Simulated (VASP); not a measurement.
# AlCu3 (Fm-3m) in VASP: further runs

AlCu3 is run at these levels: PBEsol; tasks: single point, relaxation of cell and atoms.

All numbers are computed with VASP 6.6.1; they aren't measurements. Logs are shortened: lines on timing, memory, paths and dates and some standing lists are left out, and cuts for length are marked.

## Step 1: The cell of the first run

Symmetry: Fm-3m, No. 225, cubic system. The conventional cell has a = 5.768 Å, b = 5.768 Å, c = 5.768 Å, α = 90.00°, β = 90.00°, γ = 90.00°. Al (site symmetry m-3m) has 14 Cu at 2.50 to 2.88 Å within 3.3 Å. Cu (site symmetry m-3m) has 8 Cu at 2.50 Å and 6 Al at 2.88 Å within 3.3 Å. Cu (site symmetry -43m) has 4 Al at 2.50 Å and 10 Cu at 2.50 to 2.88 Å within 3.3 Å.

## Step 2: Single point, PBEsol

Input file INCAR:

```
SYSTEM = AlCu3
PREC     = Accurate       ! precision mode
ENCUT    = 600            ! plane-wave cutoff, eV
EDIFF    = 1E-6           ! SCF threshold, eV
ISMEAR   = 0              ! smearing method
SIGMA    = 0.05           ! smearing width, eV
LREAL    = .FALSE.        ! projectors in reciprocal space
LASPH    = .TRUE.         ! aspherical terms in the spheres
NELM     = 120            ! most SCF steps
ALGO     = Normal         ! electronic algorithm
ISIF     = 2              ! what is computed and relaxed
LWAVE    = .FALSE.        ! write WAVECAR
LCHARG   = .TRUE.         ! write CHGCAR
GGA      = PS             ! functional
LELF     = .TRUE.         ! ELF
LVHAR    = .TRUE.       
NBANDS   = 26             ! bands
GGA_COMPAT= .FALSE.
```

Input file KPOINTS:

```
regular mesh
0
G
  6 6 6
  0 0 0
```

Input file POSCAR:

```
AlCu3
1.0
    0.0000000000      2.8838739091      2.8838739091
    2.8838739091      0.0000000000      2.8838739091
    2.8838739091      2.8838739091      0.0000000000
Al Cu
1 3
Direct
    0.0000000000      0.0000000000      0.0000000000
    0.5000000000      0.5000000000      0.5000000000
    0.2500000000      0.2500000000      0.2500000000
    0.7500000000      0.7500000000      0.7500000000
```

Potentials or basis: VASP PAW PBE potentials, release 64 (Al, Cu).

The run is started by

```bash
$ cat potpaw_PBE.64/Al/POTCAR potpaw_PBE.64/Cu/POTCAR > POTCAR
$ mpirun -np 1 vasp_std > vasp.out
```

OUTCAR:

```text
SYSTEM = AlCu3
   PREC = Accurate
   ENCUT = 600
   EDIFF = 1E-6
   ISMEAR = 0
   LREAL = .FALSE.
   LASPH = .TRUE.
   NELM = 120
   ISIF = 2
   GGA = PS

 ion  position               nearest neighbor table
   1  0.000  0.000  0.000-   4 2.50   4 2.50   4 2.50   3 2.50   4 2.50   3 2.50   3 2.50   3 2.50
                             2 2.88   2 2.88   2 2.88   2 2.88   2 2.88   2 2.88
   2  0.500  0.500  0.500-   3 2.50   3 2.50   3 2.50   3 2.50   4 2.50   4 2.50   4 2.50   4 2.50
                             1 2.88   1 2.88   1 2.88   1 2.88   1 2.88   1 2.88
   3  0.250  0.250  0.250-   1 2.50   1 2.50   1 2.50   1 2.50   2 2.50   2 2.50   2 2.50   2 2.50

   4  0.750  0.750  0.750-   2 2.50   2 2.50   2 2.50   1 2.50   2 2.50   1 2.50   1 2.50   1 2.50

  LATTYP: Found a face centered cubic cell.
 ALAT       =     5.7677478182

  Lattice vectors:

 A1 = (   0.0000000000,   2.8838739091,   2.8838739091)
 A2 = (   2.8838739091,   0.0000000000,   2.8838739091)
 A3 = (   2.8838739091,   2.8838739091,   0.0000000000)

Analysis of symmetry for initial positions (statically):
=====================================================================
 Subroutine PRICEL returns:
 Original cell was already a primitive cell.

 Routine SETGRP: Setting up the symmetry group for a
 face centered cubic supercell.

 Subroutine GETGRP returns: Found 48 space group operations
 (whereof 48 operations were pure point group operations)
 out of a pool of 48 trial point group operations.

The static configuration has the point symmetry O_h .

Analysis of symmetry for dynamics (positions and initial velocities):
=====================================================================
 Subroutine PRICEL returns:
 Original cell was already a primitive cell.

 Routine SETGRP: Setting up the symmetry group for a
 face centered cubic supercell.

 Subroutine GETGRP returns: Found 48 space group operations
 (whereof 48 operations were pure point group operations)
 out of a pool of 48 trial point group operations.

The dynamic configuration has the point symmetry O_h .

 Subroutine INISYM returns: Found 48 space group operations
 (whereof 48 operations are pure point group operations),
 and found     1 'primitive' translations

----------------------------------------------------------------------------------------

                                     Primitive cell

  volume of cell :      47.9688

  direct lattice vectors                    reciprocal lattice vectors
     0.000000000  2.883873909  2.883873909    -0.173377899  0.173377899  0.173377899
     2.883873909  0.000000000  2.883873909     0.173377899 -0.173377899  0.173377899
     2.883873909  2.883873909  0.000000000     0.173377899  0.173377899 -0.173377899

  length of vectors
     4.078413594  4.078413594  4.078413594     0.300299330  0.300299330  0.300299330

  position of ions in fractional coordinates (direct lattice)
     0.000000000  0.000000000  0.000000000
     0.500000000  0.500000000  0.500000000
     0.250000000  0.250000000  0.250000000
     0.750000000  0.750000000  0.750000000

  ion indices of the primitive-cell ions
   primitive index   ion index
                 1           1
                 2           2
                 3           3
                 4           4

----------------------------------------------------------------------------------------

 KPOINTS: regular mesh

Automatic generation of k-mesh.
 Grid dimensions read from file:
 generate k-points for:    6    6    6

 Generating k-lattice:

  Cartesian coordinates                     Fractional coordinates (reciprocal lattice)
    -0.028896317  0.028896317  0.028896317     0.166666667  0.000000000  0.000000000
     0.028896317 -0.028896317  0.028896317     0.000000000  0.166666667  0.000000000
     0.028896317  0.028896317 -0.028896317     0.000000000  0.000000000  0.166666667

  Length of vectors
     0.050049888  0.050049888  0.050049888

  Shift w.r.t. Gamma in fractional coordinates (k-lattice)
     0.000000000  0.000000000  0.000000000

 Subroutine IBZKPT returns following result:
 ===========================================

 Found     16 irreducible k-points:

 Following reciprocal coordinates:
            Coordinates               Weight
  0.000000  0.000000  0.000000      1.000000
  0.166667  0.000000  0.000000      8.000000
  0.333333  0.000000  0.000000      8.000000
  0.500000  0.000000  0.000000      4.000000
  0.166667  0.166667  0.000000      6.000000
  0.333333  0.166667  0.000000     24.000000
[... 8 lines left out ...]
 -0.333333  0.333333  0.166667     24.000000
 -0.333333  0.500000  0.166667     12.000000
   k-points           NKPTS =     16   k-points in BZ     NKDIM =     16   number of bands    NBANDS=     26
   number of dos      NEDOS =    301   number of ions     NIONS =      4
   total plane-waves  NPLWV =  46656
   dimension x,y,z NGX =    36 NGY =   36 NGZ =   36
   dimension x,y,z NGXF=    72 NGYF=   72 NGZF=   72
   ions per type =               1   3
   NGX,Y,Z   is equivalent  to a cutoff of  14.67, 14.67, 14.67 a.u.
   NGXF,Y,Z  is equivalent  to a cutoff of  29.35, 29.35, 29.35 a.u.
 SYSTEM =  AlCu3
   PREC   = accura    normal or accurate (medium, high low for compatibility)
   ISTART =      0    job   : 0-new  1-cont  2-samecut
   ICHARG =      2    charge: 1-file 2-atom 10-const
   ISPIN  =      1    spin polarized calculation?
   LNONCOLLINEAR =      F non collinear calculations
   LSORBIT =      F    spin-orbit coupling
   LASPH  =      T    aspherical Exc in radial PAW
   ENCUT  =  600.0 eV  44.10 Ry    6.64 a.u.   8.15  8.15  8.15*2*pi/ulx,y,z
   NELM   =    120;   NELMIN=  2; NELMDL= -5     # of ELM steps
   EDIFF  = 0.1E-05   stopping-criterion for ELM
   LREAL  =      F    real-space projection
   EDIFFG = 0.1E-04   stopping-criterion for IOM
   NSW    =      0    number of steps for IOM
   IBRION =     -1    ionic relax: 0-MD 1-quasi-New 2-CG
   NFREE  =      0    steps in history (QN), initial steepest desc. (CG)
   ISIF   =      2    stress and relaxation
   ISYM   =      2    0-nonsym 1-usesym 2-fastsym
   POTIM  = 0.5000    time-step for ionic-motion
   TEBEG  =    0.0;   TEEND  =   0.0 temperature during run
   PSTRESS=    0.0 pullay stress
   NELECT =      36.0000    total number of electrons
   NUPDOWN=      -1.0000    fix difference up-down
   EMIN   =  10.00;   EMAX   =-10.00  energy-range for DOS
   EFERMI =   0.00;   METHOD = LEGACY
   ISMEAR =     0;   SIGMA  =   0.05  broadening in eV -4-tet -1-fermi 0-gaus
   EFERMI_NEDOS =   21; number of points for ismear=-14 and -15
   IALGO  =     38    algorithm
   IMIX   =      4    mixing-type and parameters
     AMIX     =   0.40;   BMIX     =  1.00
     AMIX_MAG =   1.60;   BMIX_MAG =  1.00
  volume/ion in A,a.u.               =      11.99        80.93
  Fermi-wavevector in a.u.,A,eV,Ry     =   1.487725  2.811393 30.114134  2.213326
  Thomas-Fermi vector in A             =   2.600850
   LORBIT       =      0    0 simple, 1 ext, 2 COOP (PROOUT), +10 PAW based schemes
   GGA     = PS    functional components
   LHFCALC =     F    Hartree Fock is set to
   AEXX    =    0.0000 exact exchange contribution
   IVDW    =     0    specifies the selected vdW correction
   LEPSILON=     F    determine dielectric tensor
   LRPA    =     F    only Hartree local field effects (RPA)
 non-spin polarized calculation
 Gauss-broadening in eV      SIGMA  =   0.05
  energy-cutoff  :      600.00
  volume of cell :       47.97
 maximum number of plane-waves:      1639
 NGX is ok and might be reduce to    36
   NGX = 17   NGY = 17   NGZ = 17

 number of electron      36.0000014 magnetization

 Free energy of the ion-electron system (eV)
  ---------------------------------------------------
  ext. energy  EPLUGINS =         0.00000000
  ---------------------------------------------------
  free energy    TOTEN  =       -17.71546895 eV

  energy without entropy =      -17.71406682  energy(sigma->0) =      -17.71476788

 E-fermi :   8.5969     XC(G=0): -12.4957

 val. band max:        8.5743857167   @ k =  -0.1667   0.1667   0.0000
 cond. band min:       8.6768648277   @ k =  -0.1667   0.1667   0.0000
 fundamental gap:      0.1024791109
 Fermi energy:         8.5969377872

 k-point     1 :       0.0000    0.0000    0.0000
  band No.  band energies     occupation
      1      -2.0645      2.00000
      2       3.8458      2.00000
      3       3.8458      2.00000
      4       3.9314      2.00000
      5       3.9314      2.00000
      6       3.9314      2.00000
[... 18 lines left out ...]
     25      15.4216      0.00000
     26      15.4216      0.00000

 k-point     2 :       0.1667    0.0000    0.0000
  band No.  band energies     occupation
      1      -1.6796      2.00000
      2       3.7758      2.00000
      3       3.8085      2.00000
      4       3.8085      2.00000
      5       4.1300      2.00000
      6       4.1300      2.00000
[... 18 lines left out ...]
     25      15.0055      0.00000
     26      15.7372      0.00000

 k-point     3 :       0.3333    0.0000    0.0000
  band No.  band energies     occupation
      1      -0.5631      2.00000
      2       2.9810      2.00000
      3       3.8977      2.00000
      4       3.8977      2.00000
      5       4.3884      2.00000
      6       4.3884      2.00000
[... 18 lines left out ...]
     25      16.9172      0.00000
     26      17.9931      0.00000

 k-point     4 :       0.5000    0.0000    0.0000
  band No.  band energies     occupation
      1       0.9447      2.00000
      2       1.3810      2.00000
      3       3.9841      2.00000
      4       3.9841      2.00000
      5       4.4289      2.00000
      6       4.4760      2.00000
[... 18 lines left out ...]
     25      19.0235      0.00000
     26      21.0154      0.00000
[... 264 lines left out ...]
      1       0.3612      2.00000
      2       2.9103      2.00000
      3       3.5853      2.00000
      4       3.9587      2.00000
      5       4.2312      2.00000
      6       4.5303      2.00000
[... 18 lines left out ...]
     25      19.3627      0.00000
     26      19.4940      0.00000

 k-point    15 :      -0.3333    0.3333    0.1667
  band No.  band energies     occupation
      1       1.5798      2.00000
      2       2.2106      2.00000
      3       3.2596      2.00000
      4       3.8127      2.00000
      5       4.3461      2.00000
      6       4.5519      2.00000
[... 18 lines left out ...]
     25      19.0974      0.00000
     26      20.6386      0.00000

 k-point    16 :      -0.3333    0.5000    0.1667
  band No.  band energies     occupation
      1       1.9330      2.00000
      2       2.4231      2.00000
      3       3.2250      2.00000
      4       3.3563      2.00000
      5       4.5263      2.00000
      6       4.6064      2.00000
[... 18 lines left out ...]
     25      20.9298      0.00000
     26      21.9349      0.00000

------------------------ aborting loop because EDIFF is reached ----------------------------------------

  FORCE on cell =-STRESS in cart. coord.  units (eV):
  Direction    XX          YY          ZZ          XY          YZ          ZX
  --------------------------------------------------------------------------------------
  -------------------------------------------------------------------------------------
  Total        0.2075985      0.2075985      0.2075985     -0.0000000      0.0000000     -0.0000000
  in kB        6.9338733      6.9338733      6.9338733     -0.0000000      0.0000000     -0.0000000
  external PRESSURE =       6.9338733 kB  Pullay stress =       0.0000000 kB

 VOLUME and BASIS-vectors are now :
 -----------------------------------------------------------------------------
  energy-cutoff  :      600.00
  volume of cell :       47.97
      direct lattice vectors                 reciprocal lattice vectors
     0.000000000  2.883873909  2.883873909    -0.173377899  0.173377899  0.173377899
     2.883873909  0.000000000  2.883873909     0.173377899 -0.173377899  0.173377899
     2.883873909  2.883873909  0.000000000     0.173377899  0.173377899 -0.173377899

 POSITION                                       TOTAL-FORCE (eV/Angst)
 -----------------------------------------------------------------------------------
      0.00000      0.00000      0.00000         0.000000     -0.000000     -0.000000
      2.88387      2.88387      2.88387         0.000000     -0.000000     -0.000000
      1.44194      1.44194      1.44194        -0.000000     -0.000000     -0.000000
      4.32581      4.32581      4.32581         0.000000      0.000000      0.000000
 -----------------------------------------------------------------------------------
    total drift:                                0.000000      0.000000      0.000000

  FREE ENERGIE OF THE ION-ELECTRON SYSTEM (eV)
  ---------------------------------------------------
  free  energy   TOTEN  =       -17.7154689470 eV

  energy  without entropy=      -17.7140668216  energy(sigma->0) =      -17.71476788
```

It took 36 s on 1 thread of AMD EPYC 7R13 (Zen 3), shared host; peak memory 0.17 GiB.

Results:

```yaml
Free_energy: -17.7155 eV
Pressure: 0.7 GPa
Band_gap_on_the_k_mesh: zero (bands 18 and 19 overlap by 5.88 eV)
```

Caveat: the PAW data sets were made with another functional, which shifts forces and pressure a little.

## Step 3: Relaxation of cell and atoms, PBEsol

This run uses another cell than the first one, of 12.07 Å³/atom.

Input file INCAR:

```
PREC = Accurate
ENCUT = 600
EDIFF = 1E-7
ISMEAR = 0
SIGMA = 0.05
LREAL = False
LASPH = True
NELM = 120
ALGO = Normal
ISIF = 3
LWAVE = False
LCHARG = False
GGA = PS
IBRION = 2
NSW = 60
EDIFFG = -0.03
GGA_COMPAT = False
NELMIN = 4
```

Input file KPOINTS:

```
regular mesh
0
Gamma
  6 6 6
```

Input file POSCAR:

```
AlCu3
1.0
    0.0000000000      2.8900000000      2.8900000000
    2.8900000000      0.0000000000      2.8900000000
    2.8900000000      2.8900000000      0.0000000000
Al Cu
1 3
Direct
    0.0000000000      0.0000000000      0.0000000000
    0.5000000000      0.5000000000      0.5000000000
    0.2500000000      0.2500000000      0.2500000000
    0.7500000000      0.7500000000      0.7500000000
```

Potentials or basis: VASP PAW PBE potentials, release 64 (Al, Cu).

The run is started by

```bash
$ cat potpaw_PBE.64/Al/POTCAR potpaw_PBE.64/Cu/POTCAR > POTCAR
$ mpirun -np 1 vasp_std > vasp.out
```

Wall time 34 s (1 thread of AMD EPYC 7R13 (Zen 3), shared host); peak memory 0.18 GiB.

The run converged. Its results:

| Item | Value |
| --- | --- |
| Free energy | -17.7157 eV |
| Pressure after relaxing | -0.4 GPa |
| Band gap on the k mesh | zero (bands 18 and 19 overlap by 5.86 eV) |

Final structure:
```cif
data_structure
_symmetry_space_group_name_H-M 'P 1'
_symmetry_Int_Tables_number 1
_cell_length_a 4.0871
_cell_length_b 4.0871
_cell_length_c 4.0871
_cell_angle_alpha 60.000
_cell_angle_beta 60.000
_cell_angle_gamma 60.000
_cell_volume 48.28
loop_
_atom_site_label
_atom_site_type_symbol
_atom_site_fract_x
_atom_site_fract_y
_atom_site_fract_z
_atom_site_occupancy
Al1 Al 0.00000 0.00000 0.00000 1
Cu1 Cu 0.50000 0.50000 0.50000 1
Cu2 Cu 0.25000 0.25000 0.25000 1
Cu3 Cu 0.75000 0.75000 0.75000 1
```

Levels at points of the mesh, in eV from the Fermi level:
```csv
k point,band 15,band 16,band 17,band 18,band 19,band 20
"(0.00, 0.00, 0.00)",-2.49,-2.49,3.74,3.74,3.74,4.14
"(0.50, 0.00, 0.00)",-2.45,-2.45,-2.17,2.66,2.66,2.91
"(0.50, 0.50, 0.00)",-2.36,-2.31,-2.16,-2.16,-2.12,1.97
```

Caveat: the relaxation stopped at its first step, so nothing moved; the PAW data sets were made with another functional, which shifts forces and pressure a little.

The gap in the log of VASP goes by the Fermi energy; the results here count the filled bands.